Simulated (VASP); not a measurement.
# HfN (Cmcm) in VASP: further runs

HfN is run at these levels: PBEsol; tasks: single point.

Everything below comes from runs of VASP 6.6.1. Logs are shortened: lines on timing, memory, paths and dates and some standing lists are left out, and cuts for length are marked.

### Step 1. The cell of the first run

It takes space group Cmcm (No. 63, orthorhombic). The conventional cell has a = 4.502 Å, b = 4.502 Å, c = 4.502 Å, α = 90.00°, β = 90.00°, γ = 90.00°. Hf (site symmetry m2m) has 6 N at 2.21 to 2.29 Å within 2.9 Å. Within 2.9 Å of N (site symmetry m2m) lie 6 Hf at 2.21 to 2.29 Å.

### Step 2. Single point, PBEsol (mode 4 frozen in at -0.064 Å and mode 11 at +0.067 Å (largest displacements))

Input file INCAR:

```
SYSTEM = HfN
ALGO = Normal ; EDIFF = 1E-6
ENCUT = 520 ; GGA = PS
ISIF = 2 ; ISMEAR = 0
LASPH = .True. ; LCHARG = .False.
LREAL = .False. ; LWAVE = .False.
NBANDS = 23 ; NELM = 80
PREC = Accurate ; SIGMA = 0.15
```

Input file KPOINTS:

```
k-points
0
Gamma
  14 14 10
  0 0 0
```

Input file POSCAR:

```
HfN
1.0
    0.0000000000     -2.2508000098     -2.2508000098
    0.0000000000      2.2508000098     -2.2508000098
    4.5016000196      0.0000000000      0.0000000000
Hf N
2 2
Direct
    0.5135796942      0.4864203058      0.5000000000
   -0.0135796942      0.0135796942      0.0000000000
    0.4773568679      0.5226431321      0.0000000000
    0.0226431321     -0.0226431321      0.5000000000
```

Potentials or basis: VASP PAW PBE potentials, release 64 (Hf_pv, N).

Command:

```console
$ cat potpaw_PBE.64/Hf_pv/POTCAR potpaw_PBE.64/N/POTCAR > POTCAR
$ mpirun -np 1 vasp_std > vasp.out
```

OUTCAR:

```text
SYSTEM = HfN
   EDIFF = 1E-6
   ENCUT = 520
   GGA = PS
   ISIF = 2
   ISMEAR = 0
   LASPH = .True.
   LREAL = .False.
   NELM = 80
   PREC = Accurate

 ion  position               nearest neighbor table
   1  0.514  0.486  0.500-   4 2.21   4 2.25   4 2.25   3 2.26   3 2.26   4 2.29   2 3.10   2 3.10
                             2 3.19   2 3.19   2 3.19   2 3.19   2 3.27   2 3.27
   2  0.986  0.014  0.000-   3 2.21   3 2.25   3 2.25   4 2.26   4 2.26   3 2.29   1 3.10   1 3.10
                             1 3.19   1 3.19   1 3.19   1 3.19   1 3.27   1 3.27
   3  0.477  0.523  0.000-   2 2.21   2 2.25   2 2.25   1 2.26   1 2.26   2 2.29
   4  0.023  0.977  0.500-   1 2.21   1 2.25   1 2.25   2 2.26   2 2.26   1 2.29

  LATTYP: Found a simple tetragonal cell.
 ALAT       =     3.1831119000
 C/A-ratio  =     1.4142135624

  Lattice vectors:

 A1 = (   0.0000000000,  -2.2508000098,  -2.2508000098)
 A2 = (   0.0000000000,   2.2508000098,  -2.2508000098)
 A3 = (   4.5016000196,   0.0000000000,   0.0000000000)

Analysis of symmetry for initial positions (statically):
=====================================================================
 Subroutine PRICEL returns:
 Original cell was already a primitive cell.

 Routine SETGRP: Setting up the symmetry group for a
 simple tetragonal supercell.

 Subroutine GETGRP returns: Found  8 space group operations
 (whereof  4 operations were pure point group operations)
 out of a pool of 16 trial point group operations.

The static configuration has the point symmetry C_2v.
 The point group associated with its full space group is D_2h.

Analysis of symmetry for dynamics (positions and initial velocities):
=====================================================================
 Subroutine PRICEL returns:
 Original cell was already a primitive cell.

 Routine SETGRP: Setting up the symmetry group for a
 simple tetragonal supercell.

 Subroutine GETGRP returns: Found  8 space group operations
 (whereof  4 operations were pure point group operations)
 out of a pool of 16 trial point group operations.

The dynamic configuration has the point symmetry C_2v.
 The point group associated with its full space group is D_2h.

 Subroutine INISYM returns: Found  8 space group operations
 (whereof  4 operations are pure point group operations),
 and found     1 'primitive' translations

[... 92 lines left out ...]
   ISPIN  =      1    spin polarized calculation?
   LNONCOLLINEAR =      F non collinear calculations
   LSORBIT =      F    spin-orbit coupling
   LASPH  =      T    aspherical Exc in radial PAW
   ENCUT  =  520.0 eV  38.22 Ry    6.18 a.u.   5.92  5.92  8.37*2*pi/ulx,y,z
   NELM   =     80;   NELMIN=  2; NELMDL= -5     # of ELM steps
   EDIFF  = 0.1E-05   stopping-criterion for ELM
   LREAL  =      F    real-space projection
   EDIFFG = 0.1E-04   stopping-criterion for IOM
   NSW    =      0    number of steps for IOM
   IBRION =     -1    ionic relax: 0-MD 1-quasi-New 2-CG
   NFREE  =      0    steps in history (QN), initial steepest desc. (CG)
   ISIF   =      2    stress and relaxation
   ISYM   =      2    0-nonsym 1-usesym 2-fastsym
   POTIM  = 0.5000    time-step for ionic-motion
   TEBEG  =    0.0;   TEEND  =   0.0 temperature during run
   PSTRESS=    0.0 pullay stress
   NELECT =      30.0000    total number of electrons
   NUPDOWN=      -1.0000    fix difference up-down
   EMIN   =  10.00;   EMAX   =-10.00  energy-range for DOS
   EFERMI =   0.00;   METHOD = LEGACY
   ISMEAR =     0;   SIGMA  =   0.15  broadening in eV -4-tet -1-fermi 0-gaus
   EFERMI_NEDOS =   21; number of points for ismear=-14 and -15
   IALGO  =     38    algorithm
   IMIX   =      4    mixing-type and parameters
     AMIX     =   0.40;   BMIX     =  1.00
     AMIX_MAG =   1.60;   BMIX_MAG =  1.00
  volume/ion in A,a.u.               =      11.40        76.95
  Fermi-wavevector in a.u.,A,eV,Ry     =   1.423721  2.690443 27.578773  2.026983
  Thomas-Fermi vector in A             =   2.544289
   LORBIT       =      0    0 simple, 1 ext, 2 COOP (PROOUT), +10 PAW based schemes
   GGA     = PS    functional components
   LHFCALC =     F    Hartree Fock is set to
   AEXX    =    0.0000 exact exchange contribution
   IVDW    =     0    specifies the selected vdW correction
   LEPSILON=     F    determine dielectric tensor
   LRPA    =     F    only Hartree local field effects (RPA)
 non-spin polarized calculation
 Gauss-broadening in eV      SIGMA  =   0.15
  energy-cutoff  :      520.00
  volume of cell :       45.61
 maximum number of plane-waves:      1272
   NGX = 11   NGY = 11   NGZ = 17

 number of electron      29.9999999 magnetization

 Free energy of the ion-electron system (eV)
  ---------------------------------------------------
  ext. energy  EPLUGINS =         0.00000000
  ---------------------------------------------------
  free energy    TOTEN  =       -45.86584906 eV

  energy without entropy =      -45.85092851  energy(sigma->0) =      -45.85838879

 E-fermi :   8.2591     XC(G=0): -12.9518

 val. band max:        8.2548258822   @ k =  -0.0714   0.2143   0.2000
 cond. band min:       8.2617695336   @ k =   0.5000   0.2143   0.3000
 fundamental gap:      0.0069436514
 Fermi energy:         8.2591036040

 k-point     1 :       0.0000    0.0000    0.0000
  band No.  band energies     occupation
      1     -23.5649      2.00000
      2     -23.0521      2.00000
      3     -23.0455      2.00000
      4     -22.7287      2.00000
      5     -22.7226      2.00000
      6     -22.7174      2.00000
[... 613 lines left out ...]
     22      13.7344      0.00000
     23      13.9062      0.00000

 [... further k-points ...]
[... 5 lines left out ...]
  --------------------------------------------------------------------------------------
  -------------------------------------------------------------------------------------
  Total       -0.4331871     -0.3384774     -0.7560871      0.0000000      0.0000000      0.0000000
  in kB      -15.2165205    -11.8896613    -26.5589968      0.0000000      0.0000000      0.0000000
  external PRESSURE =     -17.8883929 kB  Pullay stress =       0.0000000 kB

 VOLUME and BASIS-vectors are now :
 -----------------------------------------------------------------------------
  energy-cutoff  :      520.00
  volume of cell :       45.61
      direct lattice vectors                 reciprocal lattice vectors
     0.000000000 -2.250800010 -2.250800010     0.000000000 -0.222143237 -0.222143237
     0.000000000  2.250800010 -2.250800010     0.000000000  0.222143237 -0.222143237
     4.501600020  0.000000000  0.000000000     0.222143237  0.000000000  0.000000000

 POSITION                                       TOTAL-FORCE (eV/Angst)
 -----------------------------------------------------------------------------------
      2.25080     -0.06113     -2.25080         0.000000      0.427783      0.000000
      0.00000     -2.18967     -2.25080         0.000000     -0.427783      0.000000
      0.00000      0.10193     -2.25080         0.000000     -0.948122      0.000000
      2.25080      2.14887     -2.25080         0.000000      0.948122      0.000000
 -----------------------------------------------------------------------------------
    total drift:                                0.000000     -0.000000     -0.000000

  FREE ENERGIE OF THE ION-ELECTRON SYSTEM (eV)
  ---------------------------------------------------
  free  energy   TOTEN  =       -45.8658490583 eV

  energy  without entropy=      -45.8509285139  energy(sigma->0) =      -45.85838879
```

Wall time 83 s (1 thread of Intel Xeon 6975P-C (Granite Rapids), shared host); peak memory 0.4 GiB.

Results:

```yaml
Free_energy: -45.8658 eV
Pressure: -1.8 GPa
Largest_force: 0.948 eV/Å
Band_gap_on_the_k_mesh: zero (band 15 reaches 11.58 eV, above the bottom of band 16 at 5.32 eV)
```

Forces in eV/Å, atoms in the order of the input:
```
Hf   0.000  0.428  0.000
Hf   0.000 -0.428  0.000
N    0.000 -0.948  0.000
N    0.000  0.948  0.000
```

Levels at points of the mesh, in eV from the Fermi level:
```csv
k point,band 13,band 14,band 15,band 16,band 17,band 18
"(0.00, 0.00, 0.00)",-2.95,-2.94,-2.75,-0.39,-0.31,-0.30
"(0.50, 0.00, 0.00)",-5.75,-4.83,1.04,1.88,2.32,3.11
"(0.50, 0.50, 0.00)",-3.64,-3.61,-3.61,-2.94,4.22,4.28
"(0.00, 0.00, 0.50)",-3.76,-3.76,-2.49,-2.49,2.56,2.56
"(0.50, 0.00, 0.50)",-6.14,-6.14,3.32,3.32,3.54,3.54
"(0.50, 0.50, 0.50)",-5.36,-5.36,1.02,1.02,1.16,1.16
```

Caveat: the cell differs from its parent crystal (mode 4 frozen in at -0.064 Å and mode 11 at +0.067 Å (largest displacements)); the PAW data sets were made with another functional, which shifts forces and pressure a little; spin-orbit coupling is left out, which moves the levels of the heavy elements.

### Step 3. Single point, PBEsol (mode 4 frozen in at -0.064 Å and mode 11 at -0.022 Å (largest displacements))

Input file INCAR:

```
SYSTEM = HfN
ALGO = Normal
EDIFF = 1E-6
ENCUT = 520
GGA = PS
ISIF = 2
ISMEAR = 0
LASPH = .TRUE.
LCHARG = .FALSE.
LREAL = .FALSE.
LWAVE = .FALSE.
NBANDS = 23
NELM = 60
PREC = Accurate
SIGMA = 0.15
```

Input file KPOINTS:

```
k-points
0
G
  14 14 10
  0 0 0
```

Input file POSCAR:

```
HfN
1.0
    0.0000000000     -2.2508000098     -2.2508000098
    0.0000000000      2.2508000098     -2.2508000098
    4.5016000196      0.0000000000      0.0000000000
Hf N
2 2
Direct
    0.5144293410      0.4855706590      0.5000000000
   -0.0144293410      0.0144293410      0.0000000000
    0.4971942590      0.5028057410      0.0000000000
    0.0028057410     -0.0028057410      0.5000000000
```

Potentials or basis: VASP PAW PBE potentials, release 64 (Hf_pv, N).

Command:

```console
$ cat potpaw_PBE.64/Hf_pv/POTCAR potpaw_PBE.64/N/POTCAR > POTCAR
$ mpirun -np 1 vasp_std > vasp.out
```

It took 87 s on 1 thread of Intel Xeon 6975P-C (Granite Rapids), shared host; peak memory 0.4 GiB.

Results (log left out):

| Property | Result |
| --- | --- |
| Free energy | -45.9220 eV |
| Pressure | -1.5 GPa |
| Largest force | 1.075 eV/Å |
| Band gap on the k mesh | zero (band 15 reaches 11.63 eV, above the bottom of band 16 at 4.67 eV) |

Forces in eV/Å, atoms in the order of the input:
```
Hf   0.000  1.075  0.000
Hf   0.000 -1.075  0.000
N    0.000  0.251  0.000
N    0.000 -0.251  0.000
```

Stress tensor (GPa, compression positive):
```
-2.20  0.00  0.00
 0.00 -0.48  0.00
 0.00  0.00 -1.97
```

Levels at points of the mesh, in eV from the Fermi level:
```
           k point  band 13  band 14  band 15  band 16  band 17  band 18
(0.00, 0.00, 0.00)    -3.02    -3.02    -2.91    -0.37    -0.34    -0.28
(0.50, 0.00, 0.00)    -5.54    -5.11     1.40     1.74     2.21     2.82
(0.50, 0.50, 0.00)    -3.70    -3.66    -3.65    -3.61     4.12     4.19
(0.00, 0.00, 0.50)    -3.84    -3.84    -2.35    -2.35     2.99     2.99
(0.50, 0.00, 0.50)    -6.20    -6.20     3.35     3.35     3.63     3.63
(0.50, 0.50, 0.50)    -5.43    -5.43     1.15     1.15     1.15     1.15
```

Caveat: the cell differs from its parent crystal (mode 4 frozen in at -0.064 Å and mode 11 at -0.022 Å (largest displacements)); the PAW data sets were made with another functional, which shifts forces and pressure a little; spin-orbit coupling is left out, which moves the levels of the heavy elements.

### Step 4. Single point, PBEsol (mode 4 frozen in at -0.064 Å and mode 11 at +0.000 Å (largest displacements))

Input file INCAR:

```
ALGO = Normal
EDIFF = 1E-6
ENCUT = 520
GGA = PS
ISIF = 2
ISMEAR = 0
LASPH = T
LCHARG = F
LREAL = F
LWAVE = F
NBANDS = 23
NELM = 80
PREC = Accurate
SIGMA = 0.15
```

Input file KPOINTS:

```
k-points
0
Gamma
  14 14 10
```

Input file POSCAR:

```
HfN
1.0
    0.0000000000     -2.2508000098     -2.2508000098
    0.0000000000      2.2508000098     -2.2508000098
    4.5016000196      0.0000000000      0.0000000000
Hf N
2 2
Direct
    0.5142171672      0.4857828328      0.5000000000
   -0.0142171672      0.0142171672      0.0000000000
    0.4922404648      0.5077595352      0.0000000000
    0.0077595352     -0.0077595352      0.5000000000
```

Command:

```console
$ cat potpaw_PBE.64/Hf_pv/POTCAR potpaw_PBE.64/N/POTCAR > POTCAR
$ mpirun -np 1 vasp_std > vasp.out
```

Run time: 2.7 min. Hardware: 1 thread of Intel Xeon 6975P-C, shared host; peak memory 0.4 GiB.

It converged, with:

```
Free energy            : -45.9284 eV
Pressure               : -1.8 GPa
Largest force          : 0.913 eV/Å
Band gap on the k mesh : zero (band 15 reaches 11.62 eV, above the bottom of band 16 at 4.82 eV)
```

Forces on the atoms (eV/Å):
```
Hf   0.000  0.913  0.000
Hf   0.000 -0.913  0.000
N    0.000 -0.048  0.000
N    0.000  0.048  0.000
```

Stress tensor (GPa, compression positive):
```
-2.12  0.00  0.00
 0.00 -1.27  0.00
 0.00  0.00 -2.12
```

Levels at points of the mesh, in eV from the Fermi level:
| k point | band 11 | band 12 | band 13 | band 14 | band 15 | band 16 | band 17 | band 18 | band 19 | band 20 |
| --- | --- | --- | --- | --- | --- | --- | --- | --- | --- | --- |
| (0.00, 0.00, 0.00) | -3.69 | -3.66 | -3.00 | -3.00 | -2.97 | -0.36 | -0.33 | -0.33 | 1.91 | 1.99 |
| (0.50, 0.00, 0.00) | -5.96 | -5.81 | -5.59 | -5.04 | 1.30 | 1.79 | 2.23 | 2.88 | 3.15 | 3.35 |
| (0.50, 0.50, 0.00) | -4.04 | -3.88 | -3.68 | -3.65 | -3.64 | -3.46 | 4.18 | 4.20 | 5.62 | 5.65 |
| (0.00, 0.00, 0.50) | -3.88 | -3.88 | -3.81 | -3.81 | -2.43 | -2.43 | 2.93 | 2.93 | 3.14 | 3.14 |
| (0.50, 0.00, 0.50) | -6.21 | -6.21 | -6.19 | -6.19 | 3.35 | 3.35 | 3.61 | 3.61 | 3.78 | 3.78 |
| (0.50, 0.50, 0.50) | -5.45 | -5.45 | -5.43 | -5.43 | 1.13 | 1.13 | 1.15 | 1.15 | 5.66 | 5.66 |

Caveat: the cell differs from its parent crystal (mode 4 frozen in at -0.064 Å and mode 11 at +0.000 Å (largest displacements)); the PAW data sets were made with another functional, which shifts forces and pressure a little; spin-orbit coupling is left out, which moves the levels of the heavy elements.

(Part 1 of 2 ends here.)
